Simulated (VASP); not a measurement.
# BiTe (Fm-3m) in VASP: settings compared

The runs below take BiTe through single point, with LDA, PBE, r2SCAN.

Everything below comes from runs of VASP 6.6.1. Logs are shortened: lines on timing, memory, paths and dates and some standing lists are left out, and cuts for length are marked.

### Step 1. The cell of the first run

The structure is cubic, space group Fm-3m (No. 225). Conventional cell: a = 6.470 Å, b = 6.470 Å, c = 6.470 Å, α = 90.00°, β = 90.00°, γ = 90.00°. Within 4.3 Å of Bi (site symmetry m-3m) lie 6 Te at 3.23 Å. Within 4.3 Å of Te (site symmetry m-3m) lie 6 Bi at 3.23 Å.

### Step 2. Single point, LDA

INCAR reads:

```
PREC = Accurate ; ENCUT = 520
EDIFF = 1E-6 ; ISMEAR = -1
SIGMA = 0.05 ; LREAL = F
LASPH = T ; NELM = 100
ALGO = Normal ; ISIF = 2
LWAVE = F ; LCHARG = F
GGA = CA ; NBANDS = 18
```

KPOINTS reads:

```
Automatic mesh
0
Gamma
  7 7 7
```

POSCAR reads:

```
BiTe
1.0
    0.0000000000      3.2350000000      3.2350000000
    3.2350000000      0.0000000000      3.2350000000
    3.2350000000      3.2350000000      0.0000000000
Bi Te
1 1
Direct
    0.0000000000      0.0000000000      0.0000000000
    0.5000000000      0.5000000000      0.5000000000
```

Potentials or basis: VASP PAW LDA potentials, release 64 (Bi_d, Te).

Run with:

```console
$ cat potpaw_LDA.64/Bi_d/POTCAR potpaw_LDA.64/Te/POTCAR > POTCAR
$ mpirun -np 1 vasp_std > vasp.out
```

OUTCAR:

```text
PREC = Accurate
   ENCUT = 520
   EDIFF = 1E-6
   ISMEAR = -1
   LREAL = F
   LASPH = T
   NELM = 100
   ISIF = 2
   GGA = CA

 ion  position               nearest neighbor table
   1  0.000  0.000  0.000-   2 3.23   2 3.23   2 3.23   2 3.23   2 3.23   2 3.23
   2  0.500  0.500  0.500-   1 3.23   1 3.23   1 3.23   1 3.23   1 3.23   1 3.23

  LATTYP: Found a face centered cubic cell.
 ALAT       =     6.4700000000

  Lattice vectors:

 A1 = (   0.0000000000,   3.2350000000,   3.2350000000)
 A2 = (   3.2350000000,   0.0000000000,   3.2350000000)
 A3 = (   3.2350000000,   3.2350000000,   0.0000000000)

Analysis of symmetry for initial positions (statically):
=====================================================================
 Subroutine PRICEL returns:
 Original cell was already a primitive cell.

 Routine SETGRP: Setting up the symmetry group for a
 face centered cubic supercell.

 Subroutine GETGRP returns: Found 48 space group operations
 (whereof 48 operations were pure point group operations)
 out of a pool of 48 trial point group operations.

The static configuration has the point symmetry O_h .

Analysis of symmetry for dynamics (positions and initial velocities):
=====================================================================
 Subroutine PRICEL returns:
 Original cell was already a primitive cell.

 Routine SETGRP: Setting up the symmetry group for a
 face centered cubic supercell.

 Subroutine GETGRP returns: Found 48 space group operations
 (whereof 48 operations were pure point group operations)
 out of a pool of 48 trial point group operations.

The dynamic configuration has the point symmetry O_h .

 Subroutine INISYM returns: Found 48 space group operations
 (whereof 48 operations are pure point group operations),
 and found     1 'primitive' translations

----------------------------------------------------------------------------------------

                                     Primitive cell

  volume of cell :      67.7100

  direct lattice vectors                    reciprocal lattice vectors
     0.000000000  3.235000000  3.235000000    -0.154559505  0.154559505  0.154559505
     3.235000000  0.000000000  3.235000000     0.154559505 -0.154559505  0.154559505
     3.235000000  3.235000000  0.000000000     0.154559505  0.154559505 -0.154559505

  length of vectors
     4.574980874  4.574980874  4.574980874     0.267704916  0.267704916  0.267704916

  position of ions in fractional coordinates (direct lattice)
     0.000000000  0.000000000  0.000000000
     0.500000000  0.500000000  0.500000000

  ion indices of the primitive-cell ions
   primitive index   ion index
                 1           1
                 2           2

----------------------------------------------------------------------------------------

 KPOINTS: Automatic mesh

Automatic generation of k-mesh.
 Grid dimensions read from file:
 generate k-points for:    7    7    7

 Generating k-lattice:

  Cartesian coordinates                     Fractional coordinates (reciprocal lattice)
    -0.022079929  0.022079929  0.022079929     0.142857143  0.000000000  0.000000000
     0.022079929 -0.022079929  0.022079929     0.000000000  0.142857143  0.000000000
     0.022079929  0.022079929 -0.022079929     0.000000000  0.000000000  0.142857143

  Length of vectors
     0.038243559  0.038243559  0.038243559

  Shift w.r.t. Gamma in fractional coordinates (k-lattice)
     0.000000000  0.000000000  0.000000000

 Subroutine IBZKPT returns following result:
 ===========================================

 Found     20 irreducible k-points:

 Following reciprocal coordinates:
            Coordinates               Weight
  0.000000  0.000000  0.000000      1.000000
  0.142857  0.000000  0.000000      8.000000
  0.285714  0.000000  0.000000      8.000000
  0.428571  0.000000  0.000000      8.000000
  0.142857  0.142857  0.000000      6.000000
  0.285714  0.142857  0.000000     24.000000
[... 12 lines left out ...]
 -0.428571  0.428571  0.142857     24.000000
 -0.285714  0.428571  0.142857     24.000000
   k-points           NKPTS =     20   k-points in BZ     NKDIM =     20   number of bands    NBANDS=     18
   number of dos      NEDOS =    301   number of ions     NIONS =      2
   total plane-waves  NPLWV =  46656
   dimension x,y,z NGX =    36 NGY =   36 NGZ =   36
   dimension x,y,z NGXF=    72 NGYF=   72 NGZF=   72
   ions per type =               1   1
   NGX,Y,Z   is equivalent  to a cutoff of  13.08, 13.08, 13.08 a.u.
   NGXF,Y,Z  is equivalent  to a cutoff of  26.16, 26.16, 26.16 a.u.
 SYSTEM =  unknown system
   PREC   = accura    normal or accurate (medium, high low for compatibility)
   ISTART =      0    job   : 0-new  1-cont  2-samecut
   ICHARG =      2    charge: 1-file 2-atom 10-const
   ISPIN  =      1    spin polarized calculation?
   LNONCOLLINEAR =      F non collinear calculations
   LSORBIT =      F    spin-orbit coupling
   LASPH  =      T    aspherical Exc in radial PAW
   ENCUT  =  520.0 eV  38.22 Ry    6.18 a.u.   8.51  8.51  8.51*2*pi/ulx,y,z
   NELM   =    100;   NELMIN=  2; NELMDL= -5     # of ELM steps
   EDIFF  = 0.1E-05   stopping-criterion for ELM
   LREAL  =      F    real-space projection
   EDIFFG = 0.1E-04   stopping-criterion for IOM
   NSW    =      0    number of steps for IOM
   IBRION =     -1    ionic relax: 0-MD 1-quasi-New 2-CG
   NFREE  =      0    steps in history (QN), initial steepest desc. (CG)
   ISIF   =      2    stress and relaxation
   ISYM   =      2    0-nonsym 1-usesym 2-fastsym
   POTIM  = 0.5000    time-step for ionic-motion
   TEBEG  =    0.0;   TEEND  =   0.0 temperature during run
   PSTRESS=    0.0 pullay stress
   NELECT =      21.0000    total number of electrons
   NUPDOWN=      -1.0000    fix difference up-down
   EMIN   =  10.00;   EMAX   =-10.00  energy-range for DOS
   EFERMI =   0.00;   METHOD = LEGACY
   ISMEAR =    -1;   SIGMA  =   0.05  broadening in eV -4-tet -1-fermi 0-gaus
   EFERMI_NEDOS =   21; number of points for ismear=-14 and -15
   IALGO  =     38    algorithm
   IMIX   =      4    mixing-type and parameters
     AMIX     =   0.40;   BMIX     =  1.00
     AMIX_MAG =   1.60;   BMIX_MAG =  1.00
  volume/ion in A,a.u.               =      33.86       228.46
  Fermi-wavevector in a.u.,A,eV,Ry     =   1.108146  2.094092 16.707785  1.227988
  Thomas-Fermi vector in A             =   2.244669
   LORBIT       =      0    0 simple, 1 ext, 2 COOP (PROOUT), +10 PAW based schemes
   GGA     = CA    functional components
   LHFCALC =     F    Hartree Fock is set to
   AEXX    =    0.0000 exact exchange contribution
   IVDW    =     0    specifies the selected vdW correction
   LEPSILON=     F    determine dielectric tensor
   LRPA    =     F    only Hartree local field effects (RPA)
 non-spin polarized calculation
  energy-cutoff  :      520.00
  volume of cell :       67.71
 maximum number of plane-waves:      1841
 NGX is ok and might be reduce to    36
   NGX = 17   NGY = 17   NGZ = 17

 number of electron      21.0000001 magnetization

 Free energy of the ion-electron system (eV)
  ---------------------------------------------------
  ext. energy  EPLUGINS =         0.00000000
  ---------------------------------------------------
  free energy    TOTEN  =        -8.47247483 eV

  energy without entropy =       -8.45115368  energy(sigma->0) =       -8.46181426

 E-fermi :   6.4531     XC(G=0):  -9.6743

 val. band max:        6.4363669660   @ k =  -0.4286   0.1429   0.0000
 cond. band min:       6.4672947151   @ k =  -0.4286   0.1429   0.0000
 fundamental gap:      0.0309277491
 Fermi energy:         6.4530583779

 k-point     1 :       0.0000    0.0000    0.0000
  band No.  band energies     occupation
      1     -16.6366      2.00000
      2     -16.6366      2.00000
      3     -16.6298      2.00000
      4     -16.6298      2.00000
      5     -16.6298      2.00000
      6      -7.0919      2.00000
[... 10 lines left out ...]
     17      12.4961      0.00000
     18      12.9330      0.00000

 k-point     2 :       0.1429    0.0000    0.0000
  band No.  band energies     occupation
      1     -16.6373      2.00000
      2     -16.6373      2.00000
      3     -16.6294      2.00000
      4     -16.6287      2.00000
      5     -16.6287      2.00000
      6      -6.9103      2.00000
[... 10 lines left out ...]
     17      13.6282      0.00000
     18      14.0936      0.00000

 k-point     3 :       0.2857    0.0000    0.0000
  band No.  band energies     occupation
      1     -16.6391      2.00000
      2     -16.6391      2.00000
      3     -16.6286      2.00000
      4     -16.6258      2.00000
      5     -16.6258      2.00000
      6      -6.3762      2.00000
[... 10 lines left out ...]
     17      15.5851      0.00000
     18      16.1778      0.00000

 k-point     4 :       0.4286    0.0000    0.0000
  band No.  band energies     occupation
      1     -16.6408      2.00000
      2     -16.6408      2.00000
      3     -16.6280      2.00000
      4     -16.6234      2.00000
      5     -16.6234      2.00000
      6      -5.5342      2.00000
[... 10 lines left out ...]
     17      14.9924      0.00000
     18      16.3452      0.00000

 k-point     5 :       0.1429    0.1429    0.0000
  band No.  band energies     occupation
      1     -16.6390      2.00000
      2     -16.6357      2.00000
      3     -16.6304      2.00000
      4     -16.6278      2.00000
      5     -16.6278      2.00000
      6      -6.8527      2.00000
[... 10 lines left out ...]
     17      12.9372      0.00000
     18      13.3390      0.00000

 k-point     6 :       0.2857    0.1429    0.0000
  band No.  band energies     occupation
      1     -16.6413      2.00000
      2     -16.6361      2.00000
      3     -16.6301      2.00000
      4     -16.6258      2.00000
      5     -16.6252      2.00000
      6      -6.4467      2.00000
[... 10 lines left out ...]
     17      14.2020      0.00000
     18      14.5145      0.00000

 k-point     7 :       0.4286    0.1429    0.0000
  band No.  band energies     occupation
      1     -16.6427      2.00000
      2     -16.6382      2.00000
      3     -16.6284      2.00000
      4     -16.6242      2.00000
      5     -16.6228      2.00000
      6      -5.7291      2.00000
[... 10 lines left out ...]
     17      14.9728      0.00000
     18      16.0037      0.00000

 k-point     8 :      -0.4286    0.1429    0.0000
  band No.  band energies     occupation
      1     -16.6420      2.00000
      2     -16.6398      2.00000
      3     -16.6271      2.00000
      4     -16.6237      2.00000
      5     -16.6228      2.00000
      6      -5.1294      2.00000
[... 10 lines left out ...]
     17      15.7354      0.00000
     18      16.8547      0.00000
[... 145 lines left out ...]
     17      16.7276      0.00000
     18      16.7283      0.00000

 k-point    16 :      -0.4286    0.4286    0.0000
  band No.  band energies     occupation
      1     -16.6495      2.00000
      2     -16.6332      2.00000
      3     -16.6320      2.00000
      4     -16.6201      2.00000
      5     -16.6196      2.00000
      6      -5.2237      2.00000
[... 10 lines left out ...]
     17      15.9525      0.00000
     18      16.3905      0.00000

 k-point    17 :       0.4286    0.2857    0.1429
  band No.  band energies     occupation
      1     -16.6434      2.00000
      2     -16.6364      2.00000
      3     -16.6297      2.00000
      4     -16.6237      2.00000
      5     -16.6235      2.00000
      6      -5.9636      2.00000
[... 10 lines left out ...]
     17      14.9906      0.00000
     18      15.3207      0.00000

 k-point    18 :      -0.4286    0.2857    0.1429
  band No.  band energies     occupation
      1     -16.6441      2.00000
      2     -16.6377      2.00000
      3     -16.6275      2.00000
      4     -16.6244      2.00000
      5     -16.6215      2.00000
      6      -5.2383      2.00000
[... 10 lines left out ...]
     17      15.5037      0.00000
     18      16.8606      0.00000

 k-point    19 :      -0.4286    0.4286    0.1429
  band No.  band energies     occupation
      1     -16.6477      2.00000
      2     -16.6346      2.00000
      3     -16.6306      2.00000
      4     -16.6221      2.00000
      5     -16.6197      2.00000
      6      -5.2430      2.00000
[... 10 lines left out ...]
     17      16.3384      0.00000
     18      16.7845      0.00000

 k-point    20 :      -0.2857    0.4286    0.1429
  band No.  band energies     occupation
      1     -16.6460      2.00000
      2     -16.6364      2.00000
      3     -16.6276      2.00000
      4     -16.6248      2.00000
      5     -16.6198      2.00000
      6      -4.8433      2.00000
[... 10 lines left out ...]
     17      15.8251      0.00000
     18      16.6595      0.00000

------------------------ aborting loop because EDIFF is reached ----------------------------------------

  FORCE on cell =-STRESS in cart. coord.  units (eV):
  Direction    XX          YY          ZZ          XY          YZ          ZX
  --------------------------------------------------------------------------------------
  -------------------------------------------------------------------------------------
  Total       -1.1069317     -1.1069317     -1.1069317      0.0000000      0.0000000     -0.0000000
  in kB      -26.1925977    -26.1925977    -26.1925977      0.0000000      0.0000000     -0.0000000
  external PRESSURE =     -26.1925977 kB  Pullay stress =       0.0000000 kB

 VOLUME and BASIS-vectors are now :
 -----------------------------------------------------------------------------
  energy-cutoff  :      520.00
  volume of cell :       67.71
      direct lattice vectors                 reciprocal lattice vectors
     0.000000000  3.235000000  3.235000000    -0.154559505  0.154559505  0.154559505
     3.235000000  0.000000000  3.235000000     0.154559505 -0.154559505  0.154559505
     3.235000000  3.235000000  0.000000000     0.154559505  0.154559505 -0.154559505

 POSITION                                       TOTAL-FORCE (eV/Angst)
 -----------------------------------------------------------------------------------
      0.00000      0.00000      0.00000         0.000000      0.000000      0.000000
      3.23500      3.23500      3.23500         0.000000      0.000000     -0.000000
 -----------------------------------------------------------------------------------
    total drift:                               -0.000000      0.000000      0.000000

  FREE ENERGIE OF THE ION-ELECTRON SYSTEM (eV)
  ---------------------------------------------------
  free  energy   TOTEN  =        -8.4724748322 eV

  energy  without entropy=       -8.4511536802  energy(sigma->0) =       -8.46181426
```

It took 16 s on 1 thread of Intel Xeon Platinum 8488C (Sapphire Rapids), shared host; peak memory 0.18 GiB.

Results:

- Free energy: -8.4725 eV
- Pressure: -2.6 GPa

Levels at points of the mesh, in eV from the Fermi level:
| k point | band 6 | band 7 | band 8 | band 9 | band 10 | band 11 | band 12 | band 13 | band 14 | band 15 |
| --- | --- | --- | --- | --- | --- | --- | --- | --- | --- | --- |
| (0.00, 0.00, 0.00) | -13.54 | -8.18 | -2.54 | -2.54 | -2.54 | 2.10 | 2.10 | 2.10 | 4.67 | 4.67 |

Caveat: spin-orbit coupling is left out, which moves the levels of the heavy elements.

### Step 3. Single point, PBE

Edit INCAR of step 2 so:

```diff
@@ -6,2 +6,2 @@
 LWAVE = F ; LCHARG = F
-GGA = CA ; NBANDS = 18
+GGA = PE ; NBANDS = 18
```

KPOINTS reads:

```
regular mesh
0
Gamma
  7 7 7
```

POSCAR is that of step 2.

Potentials or basis: VASP PAW PBE potentials, release 64 (Bi_d, Te).

Run with:

```console
$ cat potpaw_PBE.64/Bi_d/POTCAR potpaw_PBE.64/Te/POTCAR > POTCAR
$ mpirun -np 1 vasp_std > vasp.out
```

It took 21 s on 1 thread of Intel Xeon Platinum 8488C (Sapphire Rapids), shared host; peak memory 0.21 GiB.

Results (log left out):

* Free energy: -7.1576 eV
* Pressure: 0.9 GPa

Levels at points of the mesh, in eV from the Fermi level:
```
           k point  band 7  band 8  band 9  band 10  band 11  band 12  band 13  band 14
(0.00, 0.00, 0.00)   -8.16   -2.58   -2.58    -2.58     2.12     2.12     2.12     4.63
```

Caveat: spin-orbit coupling is left out, which moves the levels of the heavy elements.

(Part 1 of 2 ends here.)
